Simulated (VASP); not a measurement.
# Ni (Fm-3m) in VASP: single point with PBE

Aim: the single point of Ni with PBE.

All numbers are computed with VASP 6.6.1; they aren't measurements. Logs are shortened: lines on timing, memory, paths and dates and some standing lists are left out, and cuts for length are marked.

## 1. The cell of the first run

Symmetry: Fm-3m, No. 225, cubic system. The conventional cell has a = 3.518 Å, b = 3.518 Å, c = 3.518 Å, α = 90.00°, β = 90.00°, γ = 90.00°. Within 3.3 Å of Ni (site symmetry m-3m) lie 12 Ni at 2.49 Å.

## 2. Single point, PBE, collinear spin, ferromagnetic start

File INCAR:

```
PREC = Accurate
ENCUT = 600
EDIFF = 1E-6
ISMEAR = 0
SIGMA = 0.1
LREAL = F
LASPH = T
NELM = 200
ALGO = Normal
ISIF = 2
LWAVE = F
LCHARG = F
ISPIN = 2
MAGMOM = 0.75
LORBIT = 11
LMAXMIX = 4
GGA = PE
NBANDS = 15
GGA_COMPAT = F
```

File KPOINTS:

```
Automatic mesh
0
Gamma
  8 8 8
```

File POSCAR:

```
Ni
1.0
    0.0000000000      1.7592378044      1.7592378044
    1.7592378044      0.0000000000      1.7592378044
    1.7592378044      1.7592378044      0.0000000000
Ni
1
Direct
    0.0000000000      0.0000000000      0.0000000000
```

Potentials or basis: VASP PAW PBE potentials, release 64 (Ni).

Command:

```console
$ cat potpaw_PBE.64/Ni/POTCAR > POTCAR
$ mpirun -np 1 vasp_std > vasp.out
```

OUTCAR:

```text
PREC = Accurate
   ENCUT = 600
   EDIFF = 1E-6
   ISMEAR = 0
   LREAL = F
   LASPH = T
   NELM = 200
   ISIF = 2
   ISPIN = 2
   LORBIT = 11
   GGA = PE

 ion  position               nearest neighbor table
   1  0.000  0.000  0.000-

  LATTYP: Found a face centered cubic cell.
 ALAT       =     3.5184756088

  Lattice vectors:

 A1 = (   0.0000000000,   1.7592378044,   1.7592378044)
 A2 = (   1.7592378044,   0.0000000000,   1.7592378044)
 A3 = (   1.7592378044,   1.7592378044,   0.0000000000)

Analysis of symmetry for initial positions (statically):
=====================================================================
 Subroutine PRICEL returns:
 Original cell was already a primitive cell.

 Routine SETGRP: Setting up the symmetry group for a
 face centered cubic supercell.

 Subroutine GETGRP returns: Found 48 space group operations
 (whereof 48 operations were pure point group operations)
 out of a pool of 48 trial point group operations.

The static configuration has the point symmetry O_h .

Analysis of symmetry for dynamics (positions and initial velocities):
=====================================================================
 Subroutine PRICEL returns:
 Original cell was already a primitive cell.

 Routine SETGRP: Setting up the symmetry group for a
 face centered cubic supercell.

 Subroutine GETGRP returns: Found 48 space group operations
 (whereof 48 operations were pure point group operations)
 out of a pool of 48 trial point group operations.

The dynamic configuration has the point symmetry O_h .

Analysis of structural, dynamic, and magnetic symmetry:
=====================================================================
 Subroutine PRICEL returns:
 Original cell was already a primitive cell.

 Routine SETGRP: Setting up the symmetry group for a
 face centered cubic supercell.

 Subroutine GETGRP returns: Found 48 space group operations
 (whereof 48 operations were pure point group operations)
 out of a pool of 48 trial point group operations.

The overall configuration has the point symmetry O_h .

 Subroutine INISYM returns: Found 48 space group operations
 (whereof 48 operations are pure point group operations),
 and found     1 'primitive' translations

----------------------------------------------------------------------------------------

                                     Primitive cell

  volume of cell :      10.8894

  direct lattice vectors                    reciprocal lattice vectors
     0.000000000  1.759237804  1.759237804    -0.284213992  0.284213992  0.284213992
     1.759237804  0.000000000  1.759237804     0.284213992 -0.284213992  0.284213992
     1.759237804  1.759237804  0.000000000     0.284213992  0.284213992 -0.284213992

  length of vectors
     2.487937962  2.487937962  2.487937962     0.492273075  0.492273075  0.492273075

  position of ions in fractional coordinates (direct lattice)
     0.000000000  0.000000000  0.000000000

  ion indices of the primitive-cell ions
   primitive index   ion index
                 1           1

----------------------------------------------------------------------------------------

 KPOINTS: Automatic mesh

Automatic generation of k-mesh.
 Grid dimensions read from file:
 generate k-points for:    8    8    8

 Generating k-lattice:

  Cartesian coordinates                     Fractional coordinates (reciprocal lattice)
    -0.035526749  0.035526749  0.035526749     0.125000000  0.000000000  0.000000000
     0.035526749 -0.035526749  0.035526749     0.000000000  0.125000000  0.000000000
     0.035526749  0.035526749 -0.035526749     0.000000000  0.000000000  0.125000000

  Length of vectors
     0.061534134  0.061534134  0.061534134

  Shift w.r.t. Gamma in fractional coordinates (k-lattice)
     0.000000000  0.000000000  0.000000000

 Subroutine IBZKPT returns following result:
 ===========================================

 Found     29 irreducible k-points:

 Following reciprocal coordinates:
            Coordinates               Weight
  0.000000  0.000000  0.000000      1.000000
  0.125000  0.000000  0.000000      8.000000
  0.250000  0.000000  0.000000      8.000000
  0.375000  0.000000  0.000000      8.000000
  0.500000  0.000000  0.000000      4.000000
  0.125000  0.125000  0.000000      6.000000
[... 16 lines left out ...]
  0.500000  0.250000  0.125000     48.000000
 -0.375000  0.250000  0.125000     24.000000
 [... further k-points ...]
   k-points           NKPTS =     29   k-points in BZ     NKDIM =     29   number of bands    NBANDS=     15
   number of dos      NEDOS =    301   number of ions     NIONS =      1
   total plane-waves  NPLWV =   8000
   dimension x,y,z NGX =    20 NGY =   20 NGZ =   20
   dimension x,y,z NGXF=    40 NGYF=   40 NGZF=   40
   ions per type =               1
   NGX,Y,Z   is equivalent  to a cutoff of  13.36, 13.36, 13.36 a.u.
   NGXF,Y,Z  is equivalent  to a cutoff of  26.73, 26.73, 26.73 a.u.
 SYSTEM =  unknown system
   PREC   = accura    normal or accurate (medium, high low for compatibility)
   ISTART =      0    job   : 0-new  1-cont  2-samecut
   ICHARG =      2    charge: 1-file 2-atom 10-const
   ISPIN  =      2    spin polarized calculation?
   LNONCOLLINEAR =      F non collinear calculations
   LSORBIT =      F    spin-orbit coupling
   LASPH  =      T    aspherical Exc in radial PAW
   ENCUT  =  600.0 eV  44.10 Ry    6.64 a.u.   4.97  4.97  4.97*2*pi/ulx,y,z
   NELM   =    200;   NELMIN=  2; NELMDL= -5     # of ELM steps
   EDIFF  = 0.1E-05   stopping-criterion for ELM
   LREAL  =      F    real-space projection
   EDIFFG = 0.1E-04   stopping-criterion for IOM
   NSW    =      0    number of steps for IOM
   IBRION =     -1    ionic relax: 0-MD 1-quasi-New 2-CG
   NFREE  =      0    steps in history (QN), initial steepest desc. (CG)
   ISIF   =      2    stress and relaxation
   ISYM   =      2    0-nonsym 1-usesym 2-fastsym
   POTIM  = 0.5000    time-step for ionic-motion
   TEBEG  =    0.0;   TEEND  =   0.0 temperature during run
   PSTRESS=    0.0 pullay stress
   NELECT =      10.0000    total number of electrons
   NUPDOWN=      -1.0000    fix difference up-down
   EMIN   =  10.00;   EMAX   =-10.00  energy-range for DOS
   EFERMI =   0.00;   METHOD = LEGACY
   ISMEAR =     0;   SIGMA  =   0.10  broadening in eV -4-tet -1-fermi 0-gaus
   EFERMI_NEDOS =   21; number of points for ismear=-14 and -15
   IALGO  =     38    algorithm
   IMIX   =      4    mixing-type and parameters
     AMIX     =   0.40;   BMIX     =  1.00
     AMIX_MAG =   1.60;   BMIX_MAG =  1.00
  volume/ion in A,a.u.               =      10.89        73.49
  Fermi-wavevector in a.u.,A,eV,Ry     =   1.591257  3.007039 34.451289  2.532098
  Thomas-Fermi vector in A             =   2.689825
   LORBIT       =     11    0 simple, 1 ext, 2 COOP (PROOUT), +10 PAW based schemes
   GGA     = PE    functional components
   LHFCALC =     F    Hartree Fock is set to
   AEXX    =    0.0000 exact exchange contribution
   IVDW    =     0    specifies the selected vdW correction
   LEPSILON=     F    determine dielectric tensor
   LRPA    =     F    only Hartree local field effects (RPA)
 spin polarized calculation
 Gauss-broadening in eV      SIGMA  =   0.10
  energy-cutoff  :      600.00
  volume of cell :       10.89
 maximum number of plane-waves:       380
   NGX =  9   NGY =  9   NGZ =  9

 number of electron      10.0000009 magnetization       0.6975090

 Free energy of the ion-electron system (eV)
  ---------------------------------------------------
  ext. energy  EPLUGINS =         0.00000000
  ---------------------------------------------------
  free energy    TOTEN  =        -5.47399231 eV

  energy without entropy =       -5.46416725  energy(sigma->0) =       -5.46907978

 E-fermi :   9.3571     XC(G=0): -13.2534

 val. band max:        9.3237622456   @ k =   0.3750   0.3750   0.0000
 cond. band min:       9.3593548435   @ k =   0.5000   0.3750   0.1250
 fundamental gap:      0.0355925979
 Fermi energy:         9.3570687606

 spin component 1

 k-point     1 :       0.0000    0.0000    0.0000
  band No.  band energies     occupation
      1       0.3507      1.00000
      2       6.8735      1.00000
      3       6.8735      1.00000
      4       6.8735      1.00000
      5       8.0450      1.00000
      6       8.0450      1.00000
      7      33.0756      0.00000
      8      36.9244      0.00000
      9      36.9244      0.00000
     10      36.9244      0.00000
     11      39.8478      0.00000
     12      39.8478      0.00000
     13      39.8478      0.00000
     14      42.8392      0.00000
     15      49.1048      0.00000

 k-point     2 :       0.1250    0.0000    0.0000
  band No.  band energies     occupation
      1       0.9531      1.00000
      2       6.7328      1.00000
      3       6.9928      1.00000
      4       6.9928      1.00000
      5       8.0031      1.00000
      6       8.0031      1.00000
      7      30.1393      0.00000
      8      34.0993      0.00000
      9      35.8845      0.00000
     10      35.8845      0.00000
     11      41.0367      0.00000
     12      41.4181      0.00000
     13      41.4181      0.00000
     14      45.8140      0.00000
     15      45.8140      0.00000
[... 365 lines left out ...]
      3       6.5728      1.00000
      4       7.6372      1.00000
      5       8.3859      1.00000
      6      10.4205      0.00000
      7      19.1489      0.00000
      8      24.7618      0.00000
      9      27.8828      0.00000
     10      35.4538      0.00000
     11      39.1857      0.00000
     12      43.6083      0.00000
     13      46.5024      0.00000
     14      51.4629      0.00000
     15      53.7878      0.00000

 k-point    24 :      -0.3750    0.2500    0.1250
  band No.  band energies     occupation
      1       5.3565      1.00000
      2       6.2119      1.00000
      3       6.7980      1.00000
      4       7.5145      1.00000
      5       8.6059      1.00000
      6      12.6856      0.00000
      7      15.4057      0.00000
      8      25.3257      0.00000
      9      26.2117      0.00000
     10      35.0570      0.00000
     11      39.2033      0.00000
     12      46.5713      0.00000
     13      48.9818      0.00000
     14      49.6798      0.00000
     15      51.1010      0.00000

 [... further k-points ...]

 spin component 2

 k-point     1 :       0.0000    0.0000    0.0000
  band No.  band energies     occupation
      1       0.3321      1.00000
      2       7.6943      1.00000
      3       7.6943      1.00000
      4       7.6943      1.00000
      5       8.7014      1.00000
      6       8.7014      1.00000
      7      32.9234      0.00000
      8      36.9224      0.00000
      9      36.9224      0.00000
     10      36.9224      0.00000
     11      39.9765      0.00000
     12      39.9765      0.00000
     13      39.9765      0.00000
     14      42.7167      0.00000
     15      49.3313      0.00000

 k-point     2 :       0.1250    0.0000    0.0000
  band No.  band energies     occupation
      1       0.9361      1.00000
      2       7.5307      1.00000
      3       7.8149      1.00000
      4       7.8149      1.00000
      5       8.6605      1.00000
      6       8.6605      1.00000
      7      30.1935      0.00000
      8      34.0009      0.00000
      9      35.9522      0.00000
     10      35.9522      0.00000
     11      40.9980      0.00000
     12      41.4482      0.00000
     13      41.4482      0.00000
     14      46.0172      0.00000
     15      46.0172      0.00000
[... 365 lines left out ...]
      3       7.2372      1.00000
      4       8.3248      1.00000
      5       9.2083      0.98233
      6      10.9902      0.00000
      7      19.3776      0.00000
      8      24.8772      0.00000
      9      27.9803      0.00000
     10      35.4893      0.00000
     11      39.2194      0.00000
     12      43.7126      0.00000
     13      46.4924      0.00000
     14      51.6173      0.00000
     15      54.4275      0.00000

 k-point    24 :      -0.3750    0.2500    0.1250
  band No.  band energies     occupation
      1       5.9108      1.00000
      2       6.6700      1.00000
      3       7.4527      1.00000
      4       8.1916      1.00000
      5       9.4625      0.06805
      6      12.9770      0.00000
      7      15.7852      0.00000
      8      25.4159      0.00000
      9      26.3408      0.00000
     10      35.0740      0.00000
     11      39.2590      0.00000
     12      46.5495      0.00000
     13      49.0625      0.00000
     14      49.8143      0.00000
     15      51.4075      0.00000

 [... further k-points ...]
[... 5 lines left out ...]
  --------------------------------------------------------------------------------------
  -------------------------------------------------------------------------------------
  Total        0.0048054      0.0048054      0.0048054     -0.0000000      0.0000000      0.0000000
  in kB        0.7070288      0.7070288      0.7070288     -0.0000000      0.0000000      0.0000000
  external PRESSURE =       0.7070288 kB  Pullay stress =       0.0000000 kB

 VOLUME and BASIS-vectors are now :
 -----------------------------------------------------------------------------
  energy-cutoff  :      600.00
  volume of cell :       10.89
      direct lattice vectors                 reciprocal lattice vectors
     0.000000000  1.759237804  1.759237804    -0.284213992  0.284213992  0.284213992
     1.759237804  0.000000000  1.759237804     0.284213992 -0.284213992  0.284213992
     1.759237804  1.759237804  0.000000000     0.284213992  0.284213992 -0.284213992

 POSITION                                       TOTAL-FORCE (eV/Angst)
 -----------------------------------------------------------------------------------
      0.00000      0.00000      0.00000         0.000000      0.000000      0.000000
 -----------------------------------------------------------------------------------
    total drift:                                0.000000      0.000000      0.000000

  FREE ENERGIE OF THE ION-ELECTRON SYSTEM (eV)
  ---------------------------------------------------
  free  energy   TOTEN  =        -5.4739923095 eV

  energy  without entropy=       -5.4641672503  energy(sigma->0) =       -5.46907978

 total charge

# of ion       s       p       d       tot
------------------------------------------
    1        0.498   0.502   8.305   9.306

 magnetization (x)

# of ion       s       p       d       tot
------------------------------------------
    1       -0.004  -0.022   0.735   0.709
```

Run time: 19 s. Hardware: 1 thread of Intel Xeon 8259CL, shared host; peak memory 0.13 GiB.

What came out:

| Property | Result |
| --- | --- |
| Free energy | -5.4740 eV |
| Pressure | 0.1 GPa |
| Net moment | 0.70 μB per cell |
| Site moments | Ni +0.71 μB |
| Valence electrons inside the program's atomic spheres | Ni 9.31 |

Levels at points of the mesh, in eV from the Fermi level:
Spin up:
| k point | band 3 | band 4 | band 5 | band 6 | band 7 | band 8 |
| --- | --- | --- | --- | --- | --- | --- |
| (0.00, 0.00, 0.00) | -2.48 | -2.48 | -1.31 | -1.31 | 23.72 | 27.57 |
| (0.50, 0.00, 0.00) | -2.46 | -0.66 | -0.66 | -0.29 | 5.62 | 22.21 |
| (0.50, 0.50, 0.00) | -0.61 | -0.53 | -0.53 | 2.44 | 9.19 | 14.81 |
Spin down:
| k point | band 2 | band 3 | band 4 | band 5 | band 6 | band 7 |
| --- | --- | --- | --- | --- | --- | --- |
| (0.00, 0.00, 0.00) | -1.66 | -1.66 | -1.66 | -0.66 | -0.66 | 23.57 |
| (0.50, 0.00, 0.00) | -1.78 | -1.78 | -0.34 | 0.17 | 0.17 | 6.09 |
| (0.50, 0.50, 0.00) | -3.56 | 0.08 | 0.40 | 0.40 | 2.42 | 9.47 |

Caveat: the k points lie up to 0.39 Å⁻¹ apart.
